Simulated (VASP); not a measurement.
# W (Im-3m) in VASP: single point with PBEsol

Aim: the single point of W with PBEsol.

All numbers are computed with VASP 6.6.1; they aren't measurements. Logs are shortened: lines on timing, memory, paths and dates and some standing lists are left out, and cuts for length are marked.

### 1 The cell of the first run

Symmetry: Im-3m, No. 229, cubic system. The conventional cell has a = 3.165 Å, b = 3.165 Å, c = 3.165 Å, α = 90.00°, β = 90.00°, γ = 90.00°. Within 3.6 Å of W (site symmetry m-3m) lie 14 W at 2.74 to 3.16 Å.

### 2 Single point, PBEsol

Contents of INCAR:

```
SYSTEM = W
ALGO = Normal
EDIFF = 1E-6
ENCUT = 500
GGA = PS
GGA_COMPAT = .False.
ISIF = 2
ISMEAR = -1
LASPH = .True.
LCHARG = .True.
LELF = .True.
LREAL = .False.
LVHAR = .True.
LWAVE = .False.
NBANDS = 13
NELM = 120
PREC = Accurate
SIGMA = 0.1
```

Contents of KPOINTS:

```
k-points
0
Gamma
  12 12 12
  0 0 0
```

Contents of POSCAR:

```
W
1.0
   -1.5823450000      1.5823450000      1.5823450000
    1.5823450000     -1.5823450000      1.5823450000
    1.5823450000      1.5823450000     -1.5823450000
W
1
Direct
    0.0000000000      0.0000000000      0.0000000000
```

Potentials or basis: VASP PAW PBE potentials, release 64 (W_sv).

The run is started by

```sh
cat potpaw_PBE.64/W_sv/POTCAR > POTCAR
mpirun -np 1 vasp_std > vasp.out
```

OUTCAR:

```text
SYSTEM = W
   EDIFF = 1E-6
   ENCUT = 500
   GGA = PS
   ISIF = 2
   ISMEAR = -1
   LASPH = .True.
   LREAL = .False.
   NELM = 120
   PREC = Accurate

 ion  position               nearest neighbor table
   1  0.000  0.000  0.000-

  LATTYP: Found a body centered cubic cell.
 ALAT       =     3.1646900000

  Lattice vectors:

 A1 = (  -1.5823450000,   1.5823450000,   1.5823450000)
 A2 = (   1.5823450000,  -1.5823450000,   1.5823450000)
 A3 = (   1.5823450000,   1.5823450000,  -1.5823450000)

Analysis of symmetry for initial positions (statically):
=====================================================================
 Subroutine PRICEL returns:
 Original cell was already a primitive cell.

 Routine SETGRP: Setting up the symmetry group for a
 body centered cubic supercell.

 Subroutine GETGRP returns: Found 48 space group operations
[... 9 lines left out ...]

 Routine SETGRP: Setting up the symmetry group for a
 body centered cubic supercell.

 Subroutine GETGRP returns: Found 48 space group operations
[... 11 lines left out ...]
                                     Primitive cell

  volume of cell :      15.8476

  direct lattice vectors                    reciprocal lattice vectors
    -1.582345000  1.582345000  1.582345000     0.000000000  0.315986716  0.315986716
     1.582345000 -1.582345000  1.582345000     0.315986716  0.000000000  0.315986716
     1.582345000  1.582345000 -1.582345000     0.315986716  0.315986716  0.000000000

  length of vectors
     2.740701935  2.740701935  2.740701935     0.446872699  0.446872699  0.446872699

  position of ions in fractional coordinates (direct lattice)
     0.000000000  0.000000000  0.000000000

  ion indices of the primitive-cell ions
   primitive index   ion index
                 1           1

----------------------------------------------------------------------------------------

 KPOINTS: k-points

Automatic generation of k-mesh.
 Grid dimensions read from file:
 generate k-points for:   12   12   12

 Generating k-lattice:

  Cartesian coordinates                     Fractional coordinates (reciprocal lattice)
     0.000000000  0.026332226  0.026332226     0.083333333  0.000000000  0.000000000
     0.026332226  0.000000000  0.026332226     0.000000000  0.083333333  0.000000000
     0.026332226  0.026332226  0.000000000     0.000000000  0.000000000  0.083333333

  Length of vectors
     0.037239392  0.037239392  0.037239392

  Shift w.r.t. Gamma in fractional coordinates (k-lattice)
     0.000000000  0.000000000  0.000000000

 Subroutine IBZKPT returns following result:
 ===========================================

 Found     72 irreducible k-points:

 Following reciprocal coordinates:
            Coordinates               Weight
  0.000000  0.000000  0.000000      1.000000
  0.083333  0.000000  0.000000     12.000000
  0.166667  0.000000  0.000000     12.000000
  0.250000  0.000000  0.000000     12.000000
  0.333333  0.000000  0.000000     12.000000
  0.416667  0.000000  0.000000     12.000000
[... 16 lines left out ...]
  0.333333  0.083333  0.083333     24.000000
  0.416667  0.083333  0.083333     12.000000
 [... further k-points ...]
   k-points           NKPTS =     72   k-points in BZ     NKDIM =     72   number of bands    NBANDS=     13
   number of dos      NEDOS =    301   number of ions     NIONS =      1
   total plane-waves  NPLWV =   8000
   dimension x,y,z NGX =    20 NGY =   20 NGZ =   20
   dimension x,y,z NGXF=    40 NGYF=   40 NGZF=   40
   ions per type =               1
   NGX,Y,Z   is equivalent  to a cutoff of  12.13, 12.13, 12.13 a.u.
   NGXF,Y,Z  is equivalent  to a cutoff of  24.26, 24.26, 24.26 a.u.
 SYSTEM =  W
   PREC   = accura    normal or accurate (medium, high low for compatibility)
   ISTART =      0    job   : 0-new  1-cont  2-samecut
   ICHARG =      2    charge: 1-file 2-atom 10-const
   ISPIN  =      1    spin polarized calculation?
   LNONCOLLINEAR =      F non collinear calculations
   LSORBIT =      F    spin-orbit coupling
   LASPH  =      T    aspherical Exc in radial PAW
   ENCUT  =  500.0 eV  36.75 Ry    6.06 a.u.   5.00  5.00  5.00*2*pi/ulx,y,z
   NELM   =    120;   NELMIN=  2; NELMDL= -5     # of ELM steps
   EDIFF  = 0.1E-05   stopping-criterion for ELM
   LREAL  =      F    real-space projection
   EDIFFG = 0.1E-04   stopping-criterion for IOM
   NSW    =      0    number of steps for IOM
   IBRION =     -1    ionic relax: 0-MD 1-quasi-New 2-CG
   NFREE  =      0    steps in history (QN), initial steepest desc. (CG)
   ISIF   =      2    stress and relaxation
   ISYM   =      2    0-nonsym 1-usesym 2-fastsym
   POTIM  = 0.5000    time-step for ionic-motion
   TEBEG  =    0.0;   TEEND  =   0.0 temperature during run
   PSTRESS=    0.0 pullay stress
   NELECT =      14.0000    total number of electrons
   NUPDOWN=      -1.0000    fix difference up-down
   EMIN   =  10.00;   EMAX   =-10.00  energy-range for DOS
   EFERMI =   0.00;   METHOD = LEGACY
   ISMEAR =    -1;   SIGMA  =   0.10  broadening in eV -4-tet -1-fermi 0-gaus
   EFERMI_NEDOS =   21; number of points for ismear=-14 and -15
   IALGO  =     38    algorithm
   IMIX   =      4    mixing-type and parameters
     AMIX     =   0.40;   BMIX     =  1.00
     AMIX_MAG =   1.60;   BMIX_MAG =  1.00
  volume/ion in A,a.u.               =      15.85       106.94
  Fermi-wavevector in a.u.,A,eV,Ry     =   1.570832  2.968442 33.572544  2.467512
  Thomas-Fermi vector in A             =   2.672506
   LORBIT       =      0    0 simple, 1 ext, 2 COOP (PROOUT), +10 PAW based schemes
   GGA     = PS    functional components
   LHFCALC =     F    Hartree Fock is set to
   AEXX    =    0.0000 exact exchange contribution
   IVDW    =     0    specifies the selected vdW correction
   LEPSILON=     F    determine dielectric tensor
   LRPA    =     F    only Hartree local field effects (RPA)
 non-spin polarized calculation
  energy-cutoff  :      500.00
  volume of cell :       15.85
 maximum number of plane-waves:       420
   NGX =  9   NGY =  9   NGZ =  9

 number of electron      14.0000004 magnetization

 Free energy of the ion-electron system (eV)
  ---------------------------------------------------
  ext. energy  EPLUGINS =         0.00000000
  ---------------------------------------------------
  free energy    TOTEN  =       -13.81256337 eV

  energy without entropy =      -13.79600588  energy(sigma->0) =      -13.80428462

 E-fermi :  11.2038     XC(G=0): -13.7622

 val. band max:       11.1552469957   @ k =   0.4167   0.0833   0.0000
 cond. band min:      11.2049657748   @ k =  -0.1667   0.1667   0.0833
 fundamental gap:      0.0497187791
 Fermi energy:        11.2037826041

 k-point     1 :       0.0000    0.0000    0.0000
  band No.  band energies     occupation
      1     -62.8654      2.00000
      2     -26.4229      2.00000
      3     -26.4229      2.00000
      4     -26.4229      2.00000
      5       1.6239      2.00000
      6      10.0455      1.99998
      7      10.0455      1.99998
      8      10.0455      1.99998
      9      13.5152      0.00000
     10      13.5152      0.00000
     11      25.8207      0.00000
     12      25.8207      0.00000
     13      25.8207      0.00000

 k-point     2 :       0.0833    0.0000    0.0000
  band No.  band energies     occupation
      1     -62.8565      2.00000
      2     -26.5167      2.00000
      3     -26.4521      2.00000
      4     -26.4234      2.00000
      5       1.9582      2.00000
      6       9.8442      2.00000
      7       9.9930      1.99999
      8      10.3700      1.99952
      9      13.2136      0.00000
     10      13.5188      0.00000
     11      26.0978      0.00000
     12      26.3895      0.00000
     13      26.6187      0.00000

 k-point     3 :       0.1667    0.0000    0.0000
  band No.  band energies     occupation
      1     -62.8319      2.00000
      2     -26.7670      2.00000
      3     -26.5312      2.00000
      4     -26.4247      2.00000
      5       2.8720      2.00000
      6       9.3387      2.00000
      7       9.7370      2.00000
      8      11.3198      0.47729
      9      12.8192      0.00000
     10      13.5626      0.00000
     11      26.5637      0.00000
     12      27.9892      0.00000
     13      28.1664      0.00000

 k-point     4 :       0.2500    0.0000    0.0000
  band No.  band energies     occupation
      1     -62.7982      2.00000
      2     -27.0966      2.00000
      3     -26.6376      2.00000
      4     -26.4265      2.00000
      5       4.0449      2.00000
      6       8.7296      2.00000
      7       9.4186      2.00000
      8      12.8161      0.00000
      9      12.8967      0.00000
     10      13.7068      0.00000
     11      26.0593      0.00000
     12      27.8330      0.00000
     13      30.3874      0.00000

 k-point     5 :       0.3333    0.0000    0.0000
  band No.  band energies     occupation
      1     -62.7644      2.00000
      2     -27.4131      2.00000
      3     -26.7419      2.00000
      4     -26.4284      2.00000
      5       4.8495      2.00000
      6       8.1906      2.00000
      7       9.8026      2.00000
      8      13.2706      0.00000
      9      13.9668      0.00000
     10      14.6914      0.00000
     11      24.5769      0.00000
     12      25.4998      0.00000
     13      32.4183      0.00000

 k-point     6 :       0.4167    0.0000    0.0000
  band No.  band energies     occupation
      1     -62.7396      2.00000
      2     -27.6374      2.00000
      3     -26.8171      2.00000
      4     -26.4299      2.00000
      5       5.0110      2.00000
      6       7.8304      2.00000
      7      11.0740      1.57102
      8      13.5096      0.00000
      9      14.2565      0.00000
     10      16.5508      0.00000
     11      23.2794      0.00000
     12      23.2879      0.00000
     13      29.4006      0.00000

 k-point     7 :       0.5000    0.0000    0.0000
  band No.  band energies     occupation
      1     -62.7304      2.00000
      2     -27.7180      2.00000
      3     -26.8444      2.00000
      4     -26.4304      2.00000
      5       4.9876      2.00000
      6       7.7048      2.00000
      7      11.9743      0.00090
      8      13.4141      0.00000
      9      14.3914      0.00000
     10      17.4497      0.00000
     11      22.3520      0.00000
     12      22.7791      0.00000
     13      28.1029      0.00000
[... 193 lines left out ...]
 k-point    20 :       0.0833    0.0833    0.0833
  band No.  band energies     occupation
      1     -62.8180      2.00000
      2     -26.9287      2.00000
      3     -26.4905      2.00000
      4     -26.4905      2.00000
      5       3.4380      2.00000
      6       9.1086      2.00000
      7       9.1086      2.00000
      8      12.3482      0.00002
      9      13.2509      0.00000
     10      13.2509      0.00000
     11      27.0498      0.00000
     12      28.1861      0.00000
     13      28.1861      0.00000

 k-point    21 :       0.1667    0.0833    0.0833
  band No.  band energies     occupation
      1     -62.7881      2.00000
      2     -27.1908      2.00000
      3     -26.6089      2.00000
      4     -26.4994      2.00000
      5       4.6180      2.00000
      6       8.5180      2.00000
      7       8.7164      2.00000
      8      13.1822      0.00000
      9      13.6772      0.00000
     10      14.0779      0.00000
     11      26.8482      0.00000
     12      27.6703      0.00000
     13      28.7747      0.00000

 k-point    22 :       0.2500    0.0833    0.0833
  band No.  band energies     occupation
      1     -62.7582      2.00000
      2     -27.4214      2.00000
      3     -26.7506      2.00000
      4     -26.5083      2.00000
      5       5.5205      2.00000
      6       8.0542      2.00000
      7       8.9848      2.00000
      8      13.4150      0.00000
      9      14.0376      0.00000
     10      16.0706      0.00000
     11      25.0063      0.00000
     12      25.2412      0.00000
     13      29.0165      0.00000

 k-point    23 :       0.3333    0.0833    0.0833
  band No.  band energies     occupation
      1     -62.7362      2.00000
      2     -27.5778      2.00000
      3     -26.8618      2.00000
      4     -26.5150      2.00000
      5       5.6898      2.00000
      6       7.7636      2.00000
      7      10.2045      1.99991
      8      13.6430      0.00000
      9      14.3178      0.00000
     10      17.9030      0.00000
     11      22.3349      0.00000
     12      23.9747      0.00000
     13      27.8551      0.00000

 k-point    24 :       0.4167    0.0833    0.0833
  band No.  band energies     occupation
      1     -62.7282      2.00000
      2     -27.6329      2.00000
      3     -26.9037      2.00000
      4     -26.5174      2.00000
      5       5.6554      2.00000
      6       7.6651      2.00000
      7      11.0178      1.73067
      8      13.6622      0.00000
      9      14.4321      0.00000
     10      18.7277      0.00000
     11      21.1896      0.00000
     12      23.5035      0.00000
     13      27.3253      0.00000

 [... further k-points ...]
[... 5 lines left out ...]
  --------------------------------------------------------------------------------------
  -------------------------------------------------------------------------------------
  Total       -0.2488525     -0.2488525     -0.2488525      0.0000000      0.0000000      0.0000000
  in kB      -25.1587516    -25.1587516    -25.1587516      0.0000000      0.0000000      0.0000000
  external PRESSURE =     -25.1587516 kB  Pullay stress =       0.0000000 kB

 VOLUME and BASIS-vectors are now :
 -----------------------------------------------------------------------------
  energy-cutoff  :      500.00
  volume of cell :       15.85
      direct lattice vectors                 reciprocal lattice vectors
    -1.582345000  1.582345000  1.582345000     0.000000000  0.315986716  0.315986716
     1.582345000 -1.582345000  1.582345000     0.315986716  0.000000000  0.315986716
     1.582345000  1.582345000 -1.582345000     0.315986716  0.315986716  0.000000000

 POSITION                                       TOTAL-FORCE (eV/Angst)
 -----------------------------------------------------------------------------------
      0.00000      0.00000      0.00000         0.000000      0.000000      0.000000
 -----------------------------------------------------------------------------------
    total drift:                                0.000000     -0.000000     -0.000000

  FREE ENERGIE OF THE ION-ELECTRON SYSTEM (eV)
  ---------------------------------------------------
  free  energy   TOTEN  =       -13.8125633704 eV

  energy  without entropy=      -13.7960058776  energy(sigma->0) =      -13.80428462
```

It took 22 s on 1 thread of AMD EPYC 7R43 (Zen 3), shared host; peak memory 0.1 GiB.

What came out:

- Free energy: -13.8126 eV
- Pressure: -2.5 GPa
- Band gap on the k mesh: zero (band 7 reaches 16.46 eV, above the bottom of band 8 at 10.05 eV)

Caveat: the PAW data sets were made with another functional, which shifts forces and pressure a little; spin-orbit coupling is left out, which moves the levels of the heavy elements.
